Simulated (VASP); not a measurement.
Set up this calculation in VASP 6.6.1, as the native input.

```yaml
Task: single point
Functional: revPBE
Dispersion: D4
Potentials_or_basis: VASP PAW PBE potentials, release 64 (Al, O)
Cutoff: 520 eV
k_mesh: 7 × 7 × 7
Occupations: fermi-dirac, width 0.05 eV
Spin: no spin polarisation
Dipole_correction: no
Further_INCAR_settings: ALGO = Normal; EDIFF = 1e-06; NBANDS = 35
```

The structure of Al2O3 lies in POSCAR:

```
Al2O3
1.0
    2.3834574493      1.3760898000      4.3321988569
   -2.3834574493      1.3760898000      4.3321988569
    0.0000000000     -2.7521796000      4.3321988568
Al O
4 6
Direct
    0.8521278005      0.8521278005      0.8521278005
    0.6478721995      0.6478721995      0.6478721995
    0.1478721995      0.1478721995      0.1478721995
    0.3521278005      0.3521278005      0.3521278005
    0.0569293643      0.7500000000      0.4430706357
    0.7500000000      0.4430706357      0.0569293643
    0.4430706357      0.0569293643      0.7500000000
    0.9430706357      0.2500000000      0.5569293643
    0.2500000000      0.5569293643      0.9430706357
    0.5569293643      0.9430706357      0.2500000000
```

The input as run:

INCAR

```
PREC     = Accurate       # precision mode
ENCUT    = 520            # plane-wave cutoff, eV
EDIFF    = 1E-6           # SCF threshold, eV
ISMEAR   = -1             # smearing method
SIGMA    = 0.05           # smearing width, eV
LREAL    = False          # projectors in reciprocal space
LASPH    = True           # aspherical terms in the spheres
NELM     = 80             # most SCF steps
ALGO     = Normal         # electronic algorithm
ISIF     = 2              # what is computed and relaxed
LWAVE    = False          # write WAVECAR
LCHARG   = True           # write CHGCAR
GGA      = RE             # functional
IVDW     = 13             # dispersion correction
LELF     = True           # ELF
LVHAR    = True         
NBANDS   = 35             # bands
```

KPOINTS

```
regular mesh
0
Gamma
  7 7 7
```

Potentials or basis: VASP PAW PBE potentials, release 64 (Al, O).

Launch:

```bash
$ cat potpaw_PBE.64/Al/POTCAR potpaw_PBE.64/O/POTCAR > POTCAR
$ mpirun -np 1 vasp_std > vasp.out
```

Results of the run:

The pressure is -0.5 GPa and the largest force is 0.011 eV/Å. The band gap on the k mesh is 6.24 eV. The dispersion energy per atom is -0.537 eV.

Caveat: the PAW data sets were made with another functional, which shifts forces and pressure a little; an odd mesh through Γ misses points on the zone boundary, where band edges can lie.

It took 3.1 min on 1 thread of Intel Xeon 8259CL, on a shared host, peak memory 0.28 GiB.
